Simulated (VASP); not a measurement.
The system is Pt.

```
Pt
1.0
     0.00000    1.94774    1.94774
     1.94774    0.00000    1.94774
     1.94774    1.94774    0.00000
Pt
1
Direct
  0.00000 0.00000 0.00000
```

Base run:

- Program: VASP 6.6.1
- Functional: r2SCAN
- Potentials or basis: VASP PAW PBE potentials, release 64 (Pt)
- Cutoff: 520 eV
- k mesh: 12 × 12 × 12
- Occupations: fermi-dirac, width 0.05 eV
- Spin: no spin polarisation

Its results: band gap on the k mesh zero (band 5 reaches 11.97 eV, above the bottom of band 6 at 9.51 eV); pressure 11.3 GPa.

Task: The run is repeated on the same cell with these changes: functional from r2SCAN to PBE exchange alone; further incar settings from ALGO = Normal; EDIFF = 1e-06; NBANDS = 11 to ALGO = Normal; EDIFF = 1e-07; NBANDS = 11. What comes out?

Result: Band gap on the k mesh zero (band 5 reaches 14.01 eV, above the bottom of band 6 at 11.67 eV); pressure 50.1 GPa.

Caveats: spin-orbit coupling is left out, which moves the levels of the heavy elements; the PAW data sets were made with another functional, which shifts forces and pressure a little (some runs).
